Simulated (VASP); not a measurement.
# TiSi2 (Cmcm) in VASP: a series of runs, part 2 of 2

VASP 6.6.1.

### 5 Single point, PBE (13.77 Å³/atom)

This run uses another cell than the first one, of 13.77 Å³/atom.

The input, INCAR:

```
PREC     = Accurate       # precision mode
ENCUT    = 520            # plane-wave cutoff, eV
EDIFF    = 1E-6           # SCF threshold, eV
ISMEAR   = 0              # smearing method
SIGMA    = 0.15           # smearing width, eV
LREAL    = F              # projectors in reciprocal space
LASPH    = T              # aspherical terms in the spheres
NELM     = 80             # most SCF steps
ALGO     = Normal         # electronic algorithm
ISIF     = 2              # what is computed and relaxed
LWAVE    = F              # write WAVECAR
LCHARG   = T              # write CHGCAR
GGA      = PE             # functional
LELF     = T              # ELF
LVHAR    = T            
NBANDS   = 29             # bands
```

The input, KPOINTS:

```
regular mesh
0
Gamma
  12 12 12
```

The input, POSCAR:

```
TiSi2
1.0
    1.7264588429     -6.8702772238      0.0000000000
    1.7264588429      6.8702772238      0.0000000000
    0.0000000000      0.0000000000      3.4837809660
Ti Si
2 4
Direct
    0.8968075259      0.1031924741      0.7500000000
    0.1031924741      0.8968075259      0.2500000000
    0.5591373592      0.4408626408      0.7500000000
    0.4408626408      0.5591373592      0.2500000000
    0.2498287182      0.7501712818      0.7500000000
    0.7501712818      0.2498287182      0.2500000000
```

Potentials or basis: VASP PAW PBE potentials, release 64 (Ti_sv, Si).

Run with:

```bash
> cat potpaw_PBE.64/Ti_sv/POTCAR potpaw_PBE.64/Si/POTCAR > POTCAR
> mpirun -np 1 vasp_std > vasp.out
```

OUTCAR:

```text
PREC = Accurate
   ENCUT = 520
   EDIFF = 1E-6
   ISMEAR = 0
   LREAL = F
   LASPH = T
   NELM = 80
   ISIF = 2
   GGA = PE

 ion  position               nearest neighbor table
   1  0.897  0.103  0.750-   4 2.53   4 2.53   4 2.53   4 2.53   5 2.66   5 2.66   6 2.66   6 2.66
                             3 2.82   3 2.82
   2  0.103  0.897  0.250-   3 2.53   3 2.53   3 2.53   3 2.53   6 2.66   6 2.66   5 2.66   5 2.66
                             4 2.82   4 2.82
   3  0.559  0.441  0.750-   4 2.38   4 2.38   2 2.53   2 2.53   2 2.53   2 2.53   1 2.82   1 2.82
                             5 3.14   5 3.14
[... 986 lines left out ...]
  Total        5.3506952      0.0817606      5.8349202      0.0000000     -0.0000000      0.0000000
  in kB      103.7312151      1.5850510    113.1186402      0.0000000     -0.0000000      0.0000000
  external PRESSURE =      72.8116354 kB  Pullay stress =       0.0000000 kB

 VOLUME and BASIS-vectors are now :
 -----------------------------------------------------------------------------
  energy-cutoff  :      520.00
  volume of cell :       82.64
      direct lattice vectors                 reciprocal lattice vectors
     1.726458843 -6.870277224  0.000000000     0.289610147 -0.072777267  0.000000000
     1.726458843  6.870277224  0.000000000     0.289610147  0.072777267  0.000000000
     0.000000000  0.000000000  3.483780966     0.000000000  0.000000000  0.287044452

 POSITION                                       TOTAL-FORCE (eV/Angst)
 -----------------------------------------------------------------------------------
      1.72646     -5.45236      2.61284         0.000000      0.220658     -0.000000
      1.72646      5.45236      0.87095         0.000000     -0.220658     -0.000000
      1.72646     -0.81258      2.61284         0.000000      0.103531     -0.000000
      1.72646      0.81258      0.87095         0.000000     -0.103531     -0.000000
      1.72646      3.43749      2.61284         0.000000      0.003838     -0.000000
      1.72646     -3.43749      0.87095         0.000000     -0.003838      0.000000
 -----------------------------------------------------------------------------------
    total drift:                                0.000000      0.000000      0.000000

  FREE ENERGIE OF THE ION-ELECTRON SYSTEM (eV)
  ---------------------------------------------------
  free  energy   TOTEN  =       -40.6098013945 eV

  energy  without entropy=      -40.5929377208  energy(sigma->0) =      -40.60136956
```

Wall time 24 min (1 thread of Intel Xeon Platinum 8259CL at 2.50GHz (Skylake/Cascade Lake), shared host); peak memory 0.71 GiB.

What came out:

```yaml
Free_energy: -40.6098 eV
Pressure: 7.3 GPa
Largest_force: 0.221 eV/Å
Band_gap_on_the_k_mesh: zero (bands 20 and 21 overlap by 1.01 eV)
```

Forces on the atoms (eV/Å):
```
Ti   0.000  0.221  0.000
Ti   0.000 -0.221  0.000
Si   0.000  0.104  0.000
Si   0.000 -0.104  0.000
Si   0.000  0.004  0.000
Si   0.000 -0.004  0.000
```

Stress tensor (GPa, compression positive):
```
10.37  0.00  0.00
 0.00  0.16  0.00
 0.00  0.00 11.31
```

Levels at points of the mesh, in eV from the Fermi level:
```
           k point  band 17  band 18  band 19  band 20  band 21  band 22  band 23  band 24
(0.00, 0.00, 0.00)    -2.31    -2.24    -1.90     0.56     0.88     0.93     0.99     1.16
(0.50, 0.00, 0.00)    -1.69    -1.63    -0.77    -0.50    -0.46     1.54     1.61     1.86
(0.50, 0.50, 0.00)    -2.37    -1.72    -1.40     0.49     0.74     0.94     0.96     1.32
(0.00, 0.00, 0.50)    -1.85    -1.85    -0.02    -0.02     0.66     0.66     1.59     1.59
(0.50, 0.00, 0.50)    -3.41    -3.41    -2.52    -2.52     1.73     1.73     2.08     2.08
(0.50, 0.50, 0.50)    -1.98    -1.98    -0.76    -0.76     0.49     0.49     1.84     1.84
```

Caveat: the stress differs along the axes, from 0 to 11 GPa.

### 6 Single point, PBE (14.35 Å³/atom)

This run uses another cell than the first one, of 14.35 Å³/atom.

The input, INCAR:

```
SYSTEM = TiSi2
PREC     = Accurate       ! precision mode
ENCUT    = 520            ! plane-wave cutoff, eV
EDIFF    = 1E-7           ! SCF threshold, eV
ISMEAR   = 0              ! smearing method
SIGMA    = 0.15           ! smearing width, eV
LREAL    = .FALSE.        ! projectors in reciprocal space
LASPH    = .TRUE.         ! aspherical terms in the spheres
NELM     = 100            ! most SCF steps
ALGO     = Normal         ! electronic algorithm
ISIF     = 2              ! what is computed and relaxed
LWAVE    = .FALSE.        ! write WAVECAR
LCHARG   = .TRUE.         ! write CHGCAR
GGA      = PE             ! functional
LELF     = .TRUE.         ! ELF
LVHAR    = .TRUE.       
NBANDS   = 29             ! bands
```

The input, KPOINTS:

```
regular mesh
0
G
  12 12 12
  0 0 0
```

POSCAR, as its differences from that of step 5:

```diff
@@ -2,5 +2,5 @@
 1.0
-    1.7264588429     -6.8702772238      0.0000000000
-    1.7264588429      6.8702772238      0.0000000000
-    0.0000000000      0.0000000000      3.4837809660
+    1.7975105403     -6.6018896357      0.0000000000
+    1.7975105403      6.6018896357      0.0000000000
+    0.0000000000      0.0000000000      3.6271545263
 Ti Si
```

Potentials or basis: VASP PAW PBE potentials, release 64 (Ti_sv, Si).

Run with:

```bash
> cat potpaw_PBE.64/Ti_sv/POTCAR potpaw_PBE.64/Si/POTCAR > POTCAR
> mpirun -np 1 vasp_std > vasp.out
```

OUTCAR:

```text
SYSTEM = TiSi2
   PREC = Accurate
   ENCUT = 520
   EDIFF = 1E-7
   ISMEAR = 0
   LREAL = .FALSE.
   LASPH = .TRUE.
   NELM = 100
   ISIF = 2
   GGA = PE

 ion  position               nearest neighbor table
   1  0.897  0.103  0.750-   4 2.62   4 2.62   4 2.62   4 2.62   5 2.65   5 2.65   6 2.65   6 2.65
                             3 2.80   3 2.80
   2  0.103  0.897  0.250-   3 2.62   3 2.62   3 2.62   3 2.62   6 2.65   6 2.65   5 2.65   5 2.65
                             4 2.80   4 2.80
   3  0.559  0.441  0.750-   4 2.39   4 2.39   2 2.62   2 2.62   2 2.62   2 2.62   1 2.80   1 2.80
                             5 3.09   5 3.09   6 3.11   6 3.11
   4  0.441  0.559  0.250-   3 2.39   3 2.39   1 2.62   1 2.62   1 2.62   1 2.62   2 2.80   2 2.80
                             6 3.09   6 3.09   5 3.11   5 3.11
   5  0.250  0.750  0.750-   6 2.55   6 2.55   6 2.55   6 2.55   1 2.65   1 2.65   2 2.65   2 2.65
                             3 3.09   3 3.09   4 3.11   4 3.11
   6  0.750  0.250  0.250-   5 2.55   5 2.55   5 2.55   5 2.55   2 2.65   2 2.65   1 2.65   1 2.65
                             4 3.09   4 3.09   3 3.11   3 3.11

  LATTYP: Found a base centered orthorhombic cell.
 ALAT       =     3.5950210806
 B/A-ratio  =     3.6727960630
 C/A-ratio  =     1.0089383191

  Lattice vectors:

 A1 = (   1.7975105403,  -6.6018896357,   0.0000000000)
 A2 = (   1.7975105403,   6.6018896357,   0.0000000000)
 A3 = (   0.0000000000,   0.0000000000,   3.6271545263)

Analysis of symmetry for initial positions (statically):
=====================================================================
 Subroutine PRICEL returns:
 Original cell was already a primitive cell.

 Routine SETGRP: Setting up the symmetry group for a
 base centered orthorhombic supercell.

 Subroutine GETGRP returns: Found  8 space group operations
 (whereof  4 operations were pure point group operations)
 out of a pool of  8 trial point group operations.

The static configuration has the point symmetry C_2h.
 The point group associated with its full space group is D_2h.

Analysis of symmetry for dynamics (positions and initial velocities):
=====================================================================
 Subroutine PRICEL returns:
 Original cell was already a primitive cell.

 Routine SETGRP: Setting up the symmetry group for a
 base centered orthorhombic supercell.

 Subroutine GETGRP returns: Found  8 space group operations
 (whereof  4 operations were pure point group operations)
 out of a pool of  8 trial point group operations.

The dynamic configuration has the point symmetry C_2h.
 The point group associated with its full space group is D_2h.

 Subroutine INISYM returns: Found  8 space group operations
 (whereof  4 operations are pure point group operations),
 and found     1 'primitive' translations

----------------------------------------------------------------------------------------

                                     Primitive cell

  volume of cell :      86.0866

  direct lattice vectors                    reciprocal lattice vectors
     1.797510540 -6.601889636  0.000000000     0.278162486 -0.075735892  0.000000000
     1.797510540  6.601889636  0.000000000     0.278162486  0.075735892  0.000000000
     0.000000000  0.000000000  3.627154526     0.000000000  0.000000000  0.275698207

  length of vectors
     6.842221197  6.842221197  3.627154526     0.288288560  0.288288560  0.275698207

  position of ions in fractional coordinates (direct lattice)
[... 45 lines left out ...]
  0.083333  0.000000  0.000000      4.000000
  0.166667  0.000000  0.000000      4.000000
  0.250000  0.000000  0.000000      4.000000
  0.333333  0.000000  0.000000      4.000000
  0.416667  0.000000  0.000000      4.000000
[... 16 lines left out ...]
  0.500000  0.166667  0.000000      4.000000
 -0.416667  0.166667  0.000000      4.000000
 [... further k-points ...]
   k-points           NKPTS =    301   k-points in BZ     NKDIM =    301   number of bands    NBANDS=     29
   number of dos      NEDOS =    301   number of ions     NIONS =      6
   total plane-waves  NPLWV =  81648
   dimension x,y,z NGX =    54 NGY =   54 NGZ =   28
   dimension x,y,z NGXF=   108 NGYF=  108 NGZF=   56
   ions per type =               2   4
   NGX,Y,Z   is equivalent  to a cutoff of  13.12, 13.12, 12.83 a.u.
   NGXF,Y,Z  is equivalent  to a cutoff of  26.24, 26.24, 25.67 a.u.
 SYSTEM =  TiSi2
   PREC   = accura    normal or accurate (medium, high low for compatibility)
   ISTART =      0    job   : 0-new  1-cont  2-samecut
   ICHARG =      2    charge: 1-file 2-atom 10-const
   ISPIN  =      1    spin polarized calculation?
   LNONCOLLINEAR =      F non collinear calculations
   LSORBIT =      F    spin-orbit coupling
   LASPH  =      T    aspherical Exc in radial PAW
   ENCUT  =  520.0 eV  38.22 Ry    6.18 a.u.  12.72 12.72  6.74*2*pi/ulx,y,z
   NELM   =    100;   NELMIN=  2; NELMDL= -5     # of ELM steps
   EDIFF  = 0.1E-06   stopping-criterion for ELM
   LREAL  =      F    real-space projection
   EDIFFG = 0.1E-05   stopping-criterion for IOM
   NSW    =      0    number of steps for IOM
   IBRION =     -1    ionic relax: 0-MD 1-quasi-New 2-CG
   NFREE  =      0    steps in history (QN), initial steepest desc. (CG)
   ISIF   =      2    stress and relaxation
   ISYM   =      2    0-nonsym 1-usesym 2-fastsym
   POTIM  = 0.5000    time-step for ionic-motion
   TEBEG  =    0.0;   TEEND  =   0.0 temperature during run
   PSTRESS=    0.0 pullay stress
   NELECT =      40.0000    total number of electrons
   NUPDOWN=      -1.0000    fix difference up-down
   EMIN   =  10.00;   EMAX   =-10.00  energy-range for DOS
   EFERMI =   0.00;   METHOD = LEGACY
   ISMEAR =     0;   SIGMA  =   0.15  broadening in eV -4-tet -1-fermi 0-gaus
   EFERMI_NEDOS =   21; number of points for ismear=-14 and -15
   IALGO  =     38    algorithm
   IMIX   =      4    mixing-type and parameters
     AMIX     =   0.40;   BMIX     =  1.00
     AMIX_MAG =   1.60;   BMIX_MAG =  1.00
  volume/ion in A,a.u.               =      14.35        96.82
  Fermi-wavevector in a.u.,A,eV,Ry     =   1.267991  2.396156 21.875470  1.607802
  Thomas-Fermi vector in A             =   2.401110
   LORBIT       =      0    0 simple, 1 ext, 2 COOP (PROOUT), +10 PAW based schemes
   GGA     = PE    functional components
   LHFCALC =     F    Hartree Fock is set to
   AEXX    =    0.0000 exact exchange contribution
   IVDW    =     0    specifies the selected vdW correction
   LEPSILON=     F    determine dielectric tensor
   LRPA    =     F    only Hartree local field effects (RPA)
 non-spin polarized calculation
 Gauss-broadening in eV      SIGMA  =   0.15
  energy-cutoff  :      520.00
  volume of cell :       86.09
 maximum number of plane-waves:      2339
 NGX is ok and might be reduce to    54
   NGX = 25   NGY = 25   NGZ = 13

 number of electron      40.0000000 magnetization

 Free energy of the ion-electron system (eV)
  ---------------------------------------------------
  ext. energy  EPLUGINS =         0.00000000
  ---------------------------------------------------
  free energy    TOTEN  =       -40.69610176 eV

  energy without entropy =      -40.67620964  energy(sigma->0) =      -40.68615570

 E-fermi :  10.3951     XC(G=0): -11.5923

 val. band max:       10.3888750658   @ k =  -0.1667   0.0833   0.2500
 cond. band min:      10.3982859429   @ k =  -0.3333   0.3333   0.2500
 fundamental gap:      0.0094108771
 Fermi energy:        10.3951154364

 k-point     1 :       0.0000    0.0000    0.0000
  band No.  band energies     occupation
      1     -46.4280      2.00000
      2     -46.4175      2.00000
      3     -22.7567      2.00000
      4     -22.7498      2.00000
      5     -22.7489      2.00000
      6     -22.7356      2.00000
[... 757 lines left out ...]
     28      13.3276      0.00000
     29      14.2627      0.00000

 [... further k-points ...]
[... 5 lines left out ...]
  --------------------------------------------------------------------------------------
  -------------------------------------------------------------------------------------
  Total       -1.8174569      2.7048418     -1.8167395      0.0000000     -0.0000000      0.0000000
  in kB      -33.8250893     50.3404030    -33.8117378      0.0000000     -0.0000000      0.0000000
  external PRESSURE =      -5.7654747 kB  Pullay stress =       0.0000000 kB

 VOLUME and BASIS-vectors are now :
 -----------------------------------------------------------------------------
  energy-cutoff  :      520.00
  volume of cell :       86.09
      direct lattice vectors                 reciprocal lattice vectors
     1.797510540 -6.601889636  0.000000000     0.278162486 -0.075735892  0.000000000
     1.797510540  6.601889636  0.000000000     0.278162486  0.075735892  0.000000000
     0.000000000  0.000000000  3.627154526     0.000000000  0.000000000  0.275698207

 POSITION                                       TOTAL-FORCE (eV/Angst)
 -----------------------------------------------------------------------------------
      1.79751     -5.23936      2.72037         0.000000     -0.322148     -0.000000
      1.79751      5.23936      0.90679         0.000000      0.322148     -0.000000
      1.79751     -0.78084      2.72037         0.000000     -0.184891      0.000000
      1.79751      0.78084      0.90679         0.000000      0.184891     -0.000000
      1.79751      3.30321      2.72037         0.000000      0.027024     -0.000000
      1.79751     -3.30321      0.90679         0.000000     -0.027024      0.000000
 -----------------------------------------------------------------------------------
    total drift:                                0.000000      0.000000      0.000000

  FREE ENERGIE OF THE ION-ELECTRON SYSTEM (eV)
  ---------------------------------------------------
  free  energy   TOTEN  =       -40.6961017610 eV

  energy  without entropy=      -40.6762096418  energy(sigma->0) =      -40.68615570
```

Wall time 17 min (1 thread of AMD EPYC 7R13 (Zen 3), shared host); peak memory 0.69 GiB.

Results:

```yaml
Free_energy: -40.6961 eV
Pressure: -0.6 GPa
Largest_force: 0.322 eV/Å
Band_gap_on_the_k_mesh: zero (bands 20 and 21 overlap by 0.97 eV)
```

Forces in eV/Å, atoms in the order of the input:
```
Ti   0.000 -0.322  0.000
Ti   0.000  0.322  0.000
Si   0.000 -0.185  0.000
Si   0.000  0.185  0.000
Si   0.000  0.027  0.000
Si   0.000 -0.027  0.000
```

Stress tensor (GPa, compression positive):
```
-3.38  0.00  0.00
 0.00  5.03  0.00
 0.00  0.00 -3.38
```

Caveat: the stress differs along the axes, from -3 to 5 GPa.

### 7 Summary

| cell | gap on the mesh (eV) | pressure (GPa) | largest force (eV/Å) |
| --- | --- | --- | --- |
| a = 7.368, b = 7.368, c = 3.623 Å, angles 90.0, 90.0, 151.8°, 6 atoms | none | -8.2 | 0.41 |
| a = 7.020, b = 7.020, c = 3.721 Å, angles 90.0, 90.0, 149.5°, 6 atoms | none | -9.4 | 0.07 |
| a = 6.914, b = 6.914, c = 3.531 Å, angles 90.0, 90.0, 150.7°, 6 atoms | none | 6.1 | 0.13 |
| a = 7.084, b = 7.084, c = 3.484 Å, angles 90.0, 90.0, 151.8°, 6 atoms | none | 7.3 | 0.22 |
| a = 6.842, b = 6.842, c = 3.627 Å, angles 90.0, 90.0, 149.5°, 6 atoms | none | -0.6 | 0.32 |

Alike in all rows: task single point; level PBE; potentials or basis VASP PAW PBE potentials, release 64 (Ti_sv, Si); no spin polarisation; k mesh 12 × 12 × 12; cutoff (eV) 520; smearing gaussian 0.15 eV.

Caveats: the stress differs along the axes, from -11 to -6 GPa (at least some runs); the stress differs along the axes, from -13 to -4 GPa (at least some runs); the cell stands under pressure (at least some runs); the stress differs along the axes, from 0 to 11 GPa (at least some runs); the stress differs along the axes, from -3 to 5 GPa (at least some runs).

Total energies depend on the potentials used, so only differences within one code and one set of settings carry meaning.
